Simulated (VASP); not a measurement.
# HfO2 (Fm-3m) in VASP: a series of runs

Runs on HfO2. Level: LDA. Tasks: single point.

All numbers are computed with VASP 6.6.1; they aren't measurements. Logs are shortened: lines on timing, memory, paths and dates and some standing lists are left out, and cuts for length are marked.

## (1) The cell of the first run

The structure is cubic, space group Fm-3m (No. 225). Conventional cell: a = 5.240 Å, b = 5.240 Å, c = 5.240 Å, α = 90.00°, β = 90.00°, γ = 90.00°. Hf (site symmetry m-3m) has 8 O at 2.27 Å within 3.0 Å. Within 3.0 Å of O (site symmetry -43m) lie 4 Hf at 2.27 Å and 6 O at 2.62 Å.

## (2) Single point, LDA

INCAR reads:

```
  ALGO = Normal
  EDIFF = 1E-6
  ENCUT = 520
  ISIF = 2
  ISMEAR = 0
  LASPH = True
  LCHARG = False
  LREAL = False
  LWAVE = False
  NBANDS = 18
  NELM = 100
  PREC = Accurate
  SIGMA = 0.01
```

KPOINTS reads:

```
k-points
0
Gamma
  6 6 6
```

POSCAR reads:

```
HfO2
1.0
    0.0000000000      2.6199025071      2.6199025071
    2.6199025071      0.0000000000      2.6199025071
    2.6199025071      2.6199025071      0.0000000000
Hf O
1 2
Direct
    0.0000000000      0.0000000000      0.0000000000
    0.2500000000      0.2500000000      0.2500000000
    0.7500000000      0.7500000000      0.7500000000
```

Potentials or basis: VASP PAW LDA potentials, release 64 (Hf_pv, O).

The run is started by

```
$ cat potpaw_LDA.64/Hf_pv/POTCAR potpaw_LDA.64/O/POTCAR > POTCAR
$ mpirun -np 1 vasp_std > vasp.out
```

OUTCAR:

```text
EDIFF = 1E-6
   ENCUT = 520
   ISIF = 2
   ISMEAR = 0
   LASPH = True
   LREAL = False
   NELM = 100
   PREC = Accurate

 ion  position               nearest neighbor table
   1  0.000  0.000  0.000-   3 2.27   3 2.27   3 2.27   2 2.27   3 2.27   2 2.27   2 2.27   2 2.27

   2  0.250  0.250  0.250-   1 2.27   1 2.27   1 2.27   1 2.27
   3  0.750  0.750  0.750-   1 2.27   1 2.27   1 2.27   1 2.27

  LATTYP: Found a face centered cubic cell.
 ALAT       =     5.2398050142

  Lattice vectors:

 A1 = (   0.0000000000,   2.6199025071,   2.6199025071)
 A2 = (   2.6199025071,   0.0000000000,   2.6199025071)
 A3 = (   2.6199025071,   2.6199025071,   0.0000000000)

Analysis of symmetry for initial positions (statically):
=====================================================================
 Subroutine PRICEL returns:
 Original cell was already a primitive cell.

 Routine SETGRP: Setting up the symmetry group for a
 face centered cubic supercell.

 Subroutine GETGRP returns: Found 48 space group operations
 (whereof 48 operations were pure point group operations)
 out of a pool of 48 trial point group operations.

The static configuration has the point symmetry O_h .

Analysis of symmetry for dynamics (positions and initial velocities):
=====================================================================
 Subroutine PRICEL returns:
 Original cell was already a primitive cell.

 Routine SETGRP: Setting up the symmetry group for a
 face centered cubic supercell.

 Subroutine GETGRP returns: Found 48 space group operations
 (whereof 48 operations were pure point group operations)
 out of a pool of 48 trial point group operations.

The dynamic configuration has the point symmetry O_h .

 Subroutine INISYM returns: Found 48 space group operations
 (whereof 48 operations are pure point group operations),
 and found     1 'primitive' translations

----------------------------------------------------------------------------------------

                                     Primitive cell

  volume of cell :      35.9654

  direct lattice vectors                    reciprocal lattice vectors
     0.000000000  2.619902507  2.619902507    -0.190846796  0.190846796  0.190846796
     2.619902507  0.000000000  2.619902507     0.190846796 -0.190846796  0.190846796
     2.619902507  2.619902507  0.000000000     0.190846796  0.190846796 -0.190846796

  length of vectors
     3.705101658  3.705101658  3.705101658     0.330556348  0.330556348  0.330556348

  position of ions in fractional coordinates (direct lattice)
     0.000000000  0.000000000  0.000000000
     0.250000000  0.250000000  0.250000000
     0.750000000  0.750000000  0.750000000

  ion indices of the primitive-cell ions
   primitive index   ion index
                 1           1
                 2           2
                 3           3

----------------------------------------------------------------------------------------

 KPOINTS: k-points

Automatic generation of k-mesh.
 Grid dimensions read from file:
 generate k-points for:    6    6    6

 Generating k-lattice:

  Cartesian coordinates                     Fractional coordinates (reciprocal lattice)
    -0.031807799  0.031807799  0.031807799     0.166666667  0.000000000  0.000000000
     0.031807799 -0.031807799  0.031807799     0.000000000  0.166666667  0.000000000
     0.031807799  0.031807799 -0.031807799     0.000000000  0.000000000  0.166666667

  Length of vectors
     0.055092725  0.055092725  0.055092725

  Shift w.r.t. Gamma in fractional coordinates (k-lattice)
     0.000000000  0.000000000  0.000000000

 Subroutine IBZKPT returns following result:
 ===========================================

 Found     16 irreducible k-points:

 Following reciprocal coordinates:
            Coordinates               Weight
  0.000000  0.000000  0.000000      1.000000
  0.166667  0.000000  0.000000      8.000000
  0.333333  0.000000  0.000000      8.000000
  0.500000  0.000000  0.000000      4.000000
  0.166667  0.166667  0.000000      6.000000
  0.333333  0.166667  0.000000     24.000000
[... 8 lines left out ...]
 -0.333333  0.333333  0.166667     24.000000
 -0.333333  0.500000  0.166667     12.000000
   k-points           NKPTS =     16   k-points in BZ     NKDIM =     16   number of bands    NBANDS=     18
   number of dos      NEDOS =    301   number of ions     NIONS =      3
   total plane-waves  NPLWV =  21952
   dimension x,y,z NGX =    28 NGY =   28 NGZ =   28
   dimension x,y,z NGXF=    56 NGYF=   56 NGZF=   56
   ions per type =               1   2
   NGX,Y,Z   is equivalent  to a cutoff of  12.56, 12.56, 12.56 a.u.
   NGXF,Y,Z  is equivalent  to a cutoff of  25.13, 25.13, 25.13 a.u.
 SYSTEM =  unknown system
   PREC   = accura    normal or accurate (medium, high low for compatibility)
   ISTART =      0    job   : 0-new  1-cont  2-samecut
   ICHARG =      2    charge: 1-file 2-atom 10-const
   ISPIN  =      1    spin polarized calculation?
   LNONCOLLINEAR =      F non collinear calculations
   LSORBIT =      F    spin-orbit coupling
   LASPH  =      T    aspherical Exc in radial PAW
   ENCUT  =  520.0 eV  38.22 Ry    6.18 a.u.   6.89  6.89  6.89*2*pi/ulx,y,z
   NELM   =    100;   NELMIN=  2; NELMDL= -5     # of ELM steps
   EDIFF  = 0.1E-05   stopping-criterion for ELM
   LREAL  =      F    real-space projection
   EDIFFG = 0.1E-04   stopping-criterion for IOM
   NSW    =      0    number of steps for IOM
   IBRION =     -1    ionic relax: 0-MD 1-quasi-New 2-CG
   NFREE  =      0    steps in history (QN), initial steepest desc. (CG)
   ISIF   =      2    stress and relaxation
   ISYM   =      2    0-nonsym 1-usesym 2-fastsym
   POTIM  = 0.5000    time-step for ionic-motion
   TEBEG  =    0.0;   TEEND  =   0.0 temperature during run
   PSTRESS=    0.0 pullay stress
   NELECT =      22.0000    total number of electrons
   NUPDOWN=      -1.0000    fix difference up-down
   EMIN   =  10.00;   EMAX   =-10.00  energy-range for DOS
   EFERMI =   0.00;   METHOD = LEGACY
   ISMEAR =     0;   SIGMA  =   0.01  broadening in eV -4-tet -1-fermi 0-gaus
   EFERMI_NEDOS =   21; number of points for ismear=-14 and -15
   IALGO  =     38    algorithm
   IMIX   =      4    mixing-type and parameters
     AMIX     =   0.40;   BMIX     =  1.00
     AMIX_MAG =   1.60;   BMIX_MAG =  1.00
  volume/ion in A,a.u.               =      11.99        80.90
  Fermi-wavevector in a.u.,A,eV,Ry     =   1.389699  2.626149 26.276414  1.931262
  Thomas-Fermi vector in A             =   2.513704
   LORBIT       =      0    0 simple, 1 ext, 2 COOP (PROOUT), +10 PAW based schemes
   GGA     = CA    functional components
   LHFCALC =     F    Hartree Fock is set to
   AEXX    =    0.0000 exact exchange contribution
   IVDW    =     0    specifies the selected vdW correction
   LEPSILON=     F    determine dielectric tensor
   LRPA    =     F    only Hartree local field effects (RPA)
 non-spin polarized calculation
 Gauss-broadening in eV      SIGMA  =   0.01
  energy-cutoff  :      520.00
  volume of cell :       35.97
 maximum number of plane-waves:       982
   NGX = 13   NGY = 13   NGZ = 13

 number of electron      22.0000006 magnetization

 Free energy of the ion-electron system (eV)
  ---------------------------------------------------
  ext. energy  EPLUGINS =         0.00000000
  ---------------------------------------------------
  free energy    TOTEN  =       -32.50749770 eV

  energy without entropy =      -32.50749770  energy(sigma->0) =      -32.50749770

 E-fermi :   3.3516     XC(G=0): -11.8048

 val. band max:        3.2205476747   @ k =   0.5000   0.5000   0.0000
 cond. band min:       6.5527461899   @ k =   0.5000   0.5000   0.0000
 fundamental gap:      3.3321985152
 Fermi energy:         3.3516282827

 k-point     1 :       0.0000    0.0000    0.0000
  band No.  band energies     occupation
      1     -26.7208      2.00000
      2     -26.7208      2.00000
      3     -26.7208      2.00000
      4     -14.6537      2.00000
      5     -11.9776      2.00000
      6      -1.6068      2.00000
[... 10 lines left out ...]
     17      12.3977      0.00000
     18      15.2411      0.00000

 k-point     2 :       0.1667    0.0000    0.0000
  band No.  band energies     occupation
      1     -26.7931      2.00000
      2     -26.7292      2.00000
      3     -26.7292      2.00000
      4     -14.3636      2.00000
      5     -12.2125      2.00000
      6      -1.3761      2.00000
[... 10 lines left out ...]
     17      12.0455      0.00000
     18      15.2133      0.00000

 k-point     3 :       0.3333    0.0000    0.0000
  band No.  band energies     occupation
      1     -26.9325      2.00000
      2     -26.7459      2.00000
      3     -26.7459      2.00000
      4     -13.7814      2.00000
      5     -12.5967      2.00000
      6      -0.8981      2.00000
[... 10 lines left out ...]
     17      11.7689      0.00000
     18      14.0918      0.00000

 k-point     4 :       0.5000    0.0000    0.0000
  band No.  band energies     occupation
      1     -26.9997      2.00000
      2     -26.7542      2.00000
      3     -26.7542      2.00000
      4     -13.5260      2.00000
      5     -12.7108      2.00000
      6      -0.6652      2.00000
[... 207 lines left out ...]
      4     -13.3036      2.00000
      5     -12.8544      2.00000
      6      -1.3561      2.00000
[... 10 lines left out ...]
     17      13.0568      0.00000
     18      15.1326      0.00000

 k-point    15 :      -0.3333    0.3333    0.1667
  band No.  band energies     occupation
      1     -26.9386      2.00000
      2     -26.8716      2.00000
      3     -26.7855      2.00000
      4     -13.1167      2.00000
      5     -12.9105      2.00000
      6      -1.3487      2.00000
[... 10 lines left out ...]
     17      14.1404      0.00000
     18      14.9463      0.00000

 k-point    16 :      -0.3333    0.5000    0.1667
  band No.  band energies     occupation
      1     -26.9622      2.00000
      2     -26.8568      2.00000
      3     -26.8040      2.00000
      4     -13.0187      2.00000
      5     -12.9335      2.00000
      6      -2.1992      2.00000
[... 10 lines left out ...]
     17      15.1346      0.00000
     18      15.3222      0.00000

------------------------ aborting loop because EDIFF is reached ----------------------------------------

  FORCE on cell =-STRESS in cart. coord.  units (eV):
  Direction    XX          YY          ZZ          XY          YZ          ZX
  --------------------------------------------------------------------------------------
  -------------------------------------------------------------------------------------
  Total       -7.1104957     -7.1104957     -7.1104957      0.0000000     -0.0000000      0.0000000
  in kB     -316.7561650   -316.7561650   -316.7561650      0.0000000     -0.0000000      0.0000000
  external PRESSURE =    -316.7561650 kB  Pullay stress =       0.0000000 kB

 VOLUME and BASIS-vectors are now :
 -----------------------------------------------------------------------------
  energy-cutoff  :      520.00
  volume of cell :       35.97
      direct lattice vectors                 reciprocal lattice vectors
     0.000000000  2.619902507  2.619902507    -0.190846796  0.190846796  0.190846796
     2.619902507  0.000000000  2.619902507     0.190846796 -0.190846796  0.190846796
     2.619902507  2.619902507  0.000000000     0.190846796  0.190846796 -0.190846796

 POSITION                                       TOTAL-FORCE (eV/Angst)
 -----------------------------------------------------------------------------------
      0.00000      0.00000      0.00000        -0.000000      0.000000      0.000000
      1.30995      1.30995      1.30995        -0.000000     -0.000000     -0.000000
      3.92985      3.92985      3.92985         0.000000      0.000000      0.000000
 -----------------------------------------------------------------------------------
    total drift:                                0.000000      0.000000      0.000000

  FREE ENERGIE OF THE ION-ELECTRON SYSTEM (eV)
  ---------------------------------------------------
  free  energy   TOTEN  =       -32.5074976976 eV

  energy  without entropy=      -32.5074976976  energy(sigma->0) =      -32.50749770
```

Wall time 5.3 s (1 thread of Intel Xeon 6975P-C, shared host); peak memory 0.14 GiB.

Results:

* Free energy: -32.5075 eV
* Pressure: -31.7 GPa
* Band gap on the k mesh: 3.33 eV, direct

Caveat: spin-orbit coupling is left out, which moves the levels of the heavy elements. A k mesh can miss the band edges.

(Part 1 of 2 ends here.)
